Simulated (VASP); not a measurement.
# Pt in VASP: single point with PBEsol

Aim: the single point of Pt with PBEsol.

Program: VASP 6.6.1. These are calculated values, not measurements. Logs are shortened: lines on timing, memory, paths and dates and some standing lists are left out, and cuts for length are marked.

### Step 1. The cell of the first run

The cell holds a slab with vacuum, 6 atoms: a = 2.771 Å, b = 2.771 Å, c = 25.798 Å, α = 90.00°, β = 90.00°, γ = 90.00°.

### Step 2. Single point, PBEsol

File POSCAR:

```
Pt
1.0
    2.7711828927      0.0000000000      0.0000000000
    0.0000000000      2.7711828927      0.0000000000
    0.0000000000      0.0000000000     25.7976000000
Pt
6
Direct
    0.2500000000      0.2500000000      0.3101061518
    0.7500000000      0.7500000000      0.3860636911
    0.2500000000      0.2500000000      0.4620212304
    0.7500000000      0.7500000000      0.5379787696
    0.2500000000      0.2500000000      0.6139363089
    0.7500000000      0.7500000000      0.6898938482
```

File INCAR.step1:

```
SYSTEM = Pt
  PREC = Accurate
  ENCUT = 520
  EDIFF = 1E-6
  ISMEAR = -1
  SIGMA = 0.08
  LREAL = .FALSE.
  LASPH = .TRUE.
  NELM = 100
  ALGO = Normal
  ISIF = 2
  LWAVE = .FALSE.
  LCHARG = .TRUE.
  LMAXMIX = 4
  LDIPOL = .TRUE.
  IDIPOL = 3
  DIPOL = 0.5 0.5 0.500
  GGA = PS
  NBANDS = 39
```

File KPOINTS.step1:

```
regular mesh
0
G
  15 15 1
  0 0 0
```

File INCAR.step2:

```
SYSTEM = Pt
  PREC = Accurate
  ENCUT = 520
  EDIFF = 1E-6
  ISMEAR = -5
  SIGMA = 0.08
  LREAL = .FALSE.
  LASPH = .TRUE.
  NELM = 100
  ALGO = Normal
  ISIF = 2
  LWAVE = .FALSE.
  LCHARG = .FALSE.
  LMAXMIX = 4
  LDIPOL = .TRUE.
  IDIPOL = 3
  DIPOL = 0.5 0.5 0.500
  GGA = PS
  LORBIT = 11
  NBANDS = 39
  NEDOS = 1001
  ICHARG = 11
```

File KPOINTS.step2:

```
regular mesh
0
G
  23 23 1
  0 0 0
```

Potentials or basis: VASP PAW PBE potentials, release 64 (Pt).

Command:

```bash
cat potpaw_PBE.64/Pt/POTCAR > POTCAR
cp INCAR.step1 INCAR
cp KPOINTS.step1 KPOINTS
mpirun -np 1 vasp_std > vasp.out
cp INCAR.step2 INCAR
cp KPOINTS.step2 KPOINTS
mpirun -np 1 vasp_std > vasp.out
```

OUTCAR:

```text
SYSTEM = Pt
   PREC = Accurate
   ENCUT = 520
   EDIFF = 1E-6
   ISMEAR = -5
   LREAL = .FALSE.
   LASPH = .TRUE.
   NELM = 100
   ISIF = 2
   GGA = PS
   LORBIT = 11
   ICHARG = 11

 ion  position               nearest neighbor table
   1  0.250  0.250  0.310-   2 2.77   2 2.77   2 2.77   2 2.77
   2  0.750  0.750  0.386-   1 2.77   3 2.77   1 2.77   3 2.77   1 2.77   3 2.77   1 2.77   3 2.77

   3  0.250  0.250  0.462-   4 2.77   4 2.77   4 2.77   4 2.77   2 2.77   2 2.77   2 2.77   2 2.77

   4  0.750  0.750  0.538-   3 2.77   3 2.77   3 2.77   3 2.77   5 2.77   5 2.77   5 2.77   5 2.77

   5  0.250  0.250  0.614-   4 2.77   6 2.77   4 2.77   6 2.77   4 2.77   6 2.77   4 2.77   6 2.77

   6  0.750  0.750  0.690-   5 2.77   5 2.77   5 2.77   5 2.77

  LATTYP: Found a simple tetragonal cell.
 ALAT       =     2.7711828927
 C/A-ratio  =     9.3092376068

  Lattice vectors:

 A1 = (   2.7711828927,   0.0000000000,   0.0000000000)
 A2 = (   0.0000000000,   2.7711828927,   0.0000000000)
 A3 = (   0.0000000000,   0.0000000000,  25.7976000000)

Analysis of symmetry for initial positions (statically):
=====================================================================
 Subroutine PRICEL returns:
 Original cell was already a primitive cell.

 Routine SETGRP: Setting up the symmetry group for a
 simple tetragonal supercell.

 Subroutine GETGRP returns: Found 16 space group operations
 (whereof  4 operations were pure point group operations)
 out of a pool of 16 trial point group operations.

The static configuration has the point symmetry C_2h.
 The point group associated with its full space group is D_4h.

Analysis of symmetry for dynamics (positions and initial velocities):
=====================================================================
 Subroutine PRICEL returns:
 Original cell was already a primitive cell.

 Routine SETGRP: Setting up the symmetry group for a
 simple tetragonal supercell.

 Subroutine GETGRP returns: Found 16 space group operations
 (whereof  4 operations were pure point group operations)
 out of a pool of 16 trial point group operations.

The dynamic configuration has the point symmetry C_2h.
 The point group associated with its full space group is D_4h.

 Subroutine INISYM returns: Found 16 space group operations
 (whereof  4 operations are pure point group operations),
 and found     1 'primitive' translations

----------------------------------------------------------------------------------------

                                     Primitive cell

  volume of cell :     198.1115

  direct lattice vectors                    reciprocal lattice vectors
     2.771182893  0.000000000  0.000000000     0.360856731  0.000000000  0.000000000
     0.000000000  2.771182893  0.000000000     0.000000000  0.360856731  0.000000000
     0.000000000  0.000000000 25.797600000     0.000000000  0.000000000  0.038763296

  length of vectors
     2.771182893  2.771182893 25.797600000     0.360856731  0.360856731  0.038763296

  position of ions in fractional coordinates (direct lattice)
     0.250000000  0.250000000  0.310106152
     0.750000000  0.750000000  0.386063691
     0.250000000  0.250000000  0.462021230
     0.750000000  0.750000000  0.537978770
     0.250000000  0.250000000  0.613936309
     0.750000000  0.750000000  0.689893848

  ion indices of the primitive-cell ions
   primitive index   ion index
                 1           1
                 2           2
                 3           3
                 4           4
                 5           5
                 6           6

----------------------------------------------------------------------------------------

 KPOINTS: regular mesh

Automatic generation of k-mesh.
 Grid dimensions read from file:
 generate k-points for:   23   23    1

 Generating k-lattice:

  Cartesian coordinates                     Fractional coordinates (reciprocal lattice)
     0.015689423  0.000000000  0.000000000     0.043478261  0.000000000  0.000000000
     0.000000000  0.015689423  0.000000000     0.000000000  0.043478261  0.000000000
     0.000000000  0.000000000  0.038763296     0.000000000  0.000000000  1.000000000

  Length of vectors
     0.015689423  0.015689423  0.038763296

  Shift w.r.t. Gamma in fractional coordinates (k-lattice)
     0.000000000  0.000000000  0.000000000

 TETIRR: Found    769 inequivalent tetrahedra from     3174

 Subroutine IBZKPT returns following result:
 ===========================================

 Found     78 irreducible k-points:

 Following reciprocal coordinates:
            Coordinates               Weight
  0.000000  0.000000  0.000000      1.000000
  0.043478  0.000000  0.000000      4.000000
  0.086957  0.000000  0.000000      4.000000
  0.130435  0.000000  0.000000      4.000000
  0.173913  0.000000  0.000000      4.000000
  0.217391  0.000000  0.000000      4.000000
[... 16 lines left out ...]
  0.478261  0.043478  0.000000      8.000000
  0.086957  0.086957  0.000000      4.000000
 [... further k-points ...]
   k-points           NKPTS =     78   k-points in BZ     NKDIM =     78   number of bands    NBANDS=     39
   number of dos      NEDOS =   1001   number of ions     NIONS =      6
   total plane-waves  NPLWV = 110592
   dimension x,y,z NGX =    24 NGY =   24 NGZ =  192
   dimension x,y,z NGXF=    48 NGYF=   48 NGZF=  384
   ions per type =               6
   NGX,Y,Z   is equivalent  to a cutoff of  14.40, 14.40, 12.37 a.u.
   NGXF,Y,Z  is equivalent  to a cutoff of  28.80, 28.80, 24.75 a.u.
 SYSTEM =  Pt
   PREC   = accura    normal or accurate (medium, high low for compatibility)
   ISTART =      0    job   : 0-new  1-cont  2-samecut
   ICHARG =     11    charge: 1-file 2-atom 10-const
   ISPIN  =      1    spin polarized calculation?
   LNONCOLLINEAR =      F non collinear calculations
   LSORBIT =      F    spin-orbit coupling
   LASPH  =      T    aspherical Exc in radial PAW
   ENCUT  =  520.0 eV  38.22 Ry    6.18 a.u.   5.15  5.15 47.97*2*pi/ulx,y,z
   NELM   =    100;   NELMIN=  2; NELMDL=  0     # of ELM steps
   EDIFF  = 0.1E-05   stopping-criterion for ELM
   LREAL  =      F    real-space projection
   EDIFFG = 0.1E-04   stopping-criterion for IOM
   NSW    =      0    number of steps for IOM
   IBRION =     -1    ionic relax: 0-MD 1-quasi-New 2-CG
   NFREE  =      0    steps in history (QN), initial steepest desc. (CG)
   ISIF   =      2    stress and relaxation
   ISYM   =      2    0-nonsym 1-usesym 2-fastsym
   POTIM  = 0.5000    time-step for ionic-motion
   TEBEG  =    0.0;   TEEND  =   0.0 temperature during run
   PSTRESS=    0.0 pullay stress
   NELECT =      60.0000    total number of electrons
   NUPDOWN=      -1.0000    fix difference up-down
   EMIN   =  10.00;   EMAX   =-10.00  energy-range for DOS
   EFERMI =   0.00;   METHOD = LEGACY
   ISMEAR =    -5;   SIGMA  =   0.08  broadening in eV -4-tet -1-fermi 0-gaus
   EFERMI_NEDOS =   21; number of points for ismear=-14 and -15
   IALGO  =     38    algorithm
   IMIX   =      4    mixing-type and parameters
     AMIX     =   0.40;   BMIX     =  1.00
     AMIX_MAG =   1.60;   BMIX_MAG =  1.00
  volume/ion in A,a.u.               =      33.02       222.82
  Fermi-wavevector in a.u.,A,eV,Ry     =   1.099399  2.077563 16.445066  1.208678
  Thomas-Fermi vector in A             =   2.235793
   LORBIT       =     11    0 simple, 1 ext, 2 COOP (PROOUT), +10 PAW based schemes
   GGA     = PS    functional components
   LHFCALC =     F    Hartree Fock is set to
   AEXX    =    0.0000 exact exchange contribution
   IVDW    =     0    specifies the selected vdW correction
   LEPSILON=     F    determine dielectric tensor
   LRPA    =     F    only Hartree local field effects (RPA)
 non-spin polarized calculation
 Fermi weights with tetrahedron method with Bloechl corrections
  energy-cutoff  :      520.00
  volume of cell :      198.11
 maximum number of plane-waves:      5374
 NGX is ok and might be reduce to    24

 number of electron      59.9999996 magnetization

 dipolmoment           0.000000      0.000000     -0.000000 electrons x Angstroem

 Free energy of the ion-electron system (eV)
  ---------------------------------------------------
  ext. energy  EPLUGINS =         0.00000000
  ---------------------------------------------------
  free energy    TOTEN  =       -39.60605146 eV

  energy without entropy =      -39.60605146  energy(sigma->0) =      -39.60605146

 E-fermi :   1.8577     XC(G=0):  -7.0076

 val. band max:        1.8946173527   @ k =   0.4783   0.0000   0.0000
 cond. band min:       1.8536325360   @ k =   0.0870   0.0435   0.0000
 fundamental gap:     -0.0409848166
 Fermi energy:         1.8577319484

 k-point     1 :       0.0000    0.0000    0.0000
  band No.  band energies     occupation
      1      -8.1032      2.00000
      2      -7.0942      2.00000
      3      -5.8052      2.00000
      4      -5.1774      2.00000
      5      -4.6545      2.00000
      6      -4.5173      2.00000
[... 31 lines left out ...]
     38       7.4061      0.00000
     39       7.6536      0.00000

 k-point     2 :       0.0435    0.0000    0.0000
  band No.  band energies     occupation
      1      -8.0537      2.00000
      2      -7.0492      2.00000
      3      -5.7651      2.00000
      4      -5.1385      2.00000
      5      -4.6233      2.00000
      6      -4.4773      2.00000
[... 913 lines left out ...]
     38       6.2875      0.00000
     39       8.4249      0.00000

 k-point    24 :       0.0870    0.0870    0.0000
  band No.  band energies     occupation
      1      -7.7115      2.00000
      2      -6.7385      2.00000
      3      -5.4888      2.00000
      4      -4.8695      2.00000
      5      -4.4093      2.00000
      6      -4.1975      2.00000
[... 31 lines left out ...]
     38       7.7230      0.00000
     39       7.9431      0.00000

 [... further k-points ...]

------------------------ aborting loop because EDIFF is reached ----------------------------------------

 vacuum level on the upper side and lower side of the slab       (xc-potential included)        -0.007        -0.007

  FORCE on cell =-STRESS in cart. coord.  units (eV):
  Direction    XX          YY          ZZ          XY          YZ          ZX
  --------------------------------------------------------------------------------------
  -------------------------------------------------------------------------------------
  Total       -5.4727089     -5.4727089     -2.4657181      0.0000000     -0.0000000      0.0000000
  in kB      -44.2591684    -44.2591684    -19.9408799      0.0000000     -0.0000000      0.0000000
  external PRESSURE =     -36.1530722 kB  Pullay stress =       0.0000000 kB

 VOLUME and BASIS-vectors are now :
 -----------------------------------------------------------------------------
  energy-cutoff  :      520.00
  volume of cell :      198.11
      direct lattice vectors                 reciprocal lattice vectors
     2.771182893  0.000000000  0.000000000     0.360856731  0.000000000  0.000000000
     0.000000000  2.771182893  0.000000000     0.000000000  0.360856731  0.000000000
     0.000000000  0.000000000 25.797600000     0.000000000  0.000000000  0.038763296

 POSITION                                       TOTAL-FORCE (eV/Angst)
 -----------------------------------------------------------------------------------
      0.69280      0.69280      7.99999        -0.000000      0.000000      0.418429
      2.07839      2.07839      9.95952        -0.000000     -0.000000     -0.299239
      0.69280      0.69280     11.91904        -0.000000      0.000000     -0.036847
      2.07839      2.07839     13.87856         0.000000     -0.000000      0.036847
      0.69280      0.69280     15.83808         0.000000      0.000000      0.299239
      2.07839      2.07839     17.79761        -0.000000      0.000000     -0.418429
 -----------------------------------------------------------------------------------
    total drift:                                0.000000      0.000000     -0.000000

  FREE ENERGIE OF THE ION-ELECTRON SYSTEM (eV)
  ---------------------------------------------------
  free  energy   TOTEN  =       -39.6060514618 eV

  energy  without entropy=      -39.6060514618  energy(sigma->0) =      -39.60605146

 vacuum level on the upper side and lower side of the slab         7.683         7.683

 total charge

# of ion       s       p       d       tot
------------------------------------------
    1        0.619   0.414   8.031   9.063
    2        0.628   0.608   8.025   9.261
    3        0.634   0.619   8.028   9.281
    4        0.634   0.619   8.028   9.281
    5        0.628   0.608   8.025   9.261
    6        0.619   0.414   8.031   9.063
--------------------------------------------------
tot          3.761   3.281  48.167  55.210
```

Wall time 21 min (1 thread of Intel Xeon 8259CL, shared host); peak memory 0.59 GiB.

Results:

```yaml
Valence_electrons_inside_the_program's_atomic_spheres: Pt 9.06, 9.26, 9.28 (each value once)
```

Levels at points of the mesh, in eV from the Fermi level:
```csv
k point,band 26,band 27,band 28,band 29,band 30,band 31,band 32,band 33,band 34,band 35
"(0.00, 0.00, 0.00)",-1.10,-1.10,-0.76,-0.33,-0.16,-0.16,0.09,0.15,0.37,0.37
```

Caveat: the PAW data sets were made with another functional, which shifts forces and pressure a little; spin-orbit coupling is left out, which moves the levels of the heavy elements; tetrahedron occupations give inexact forces and stress in metals.
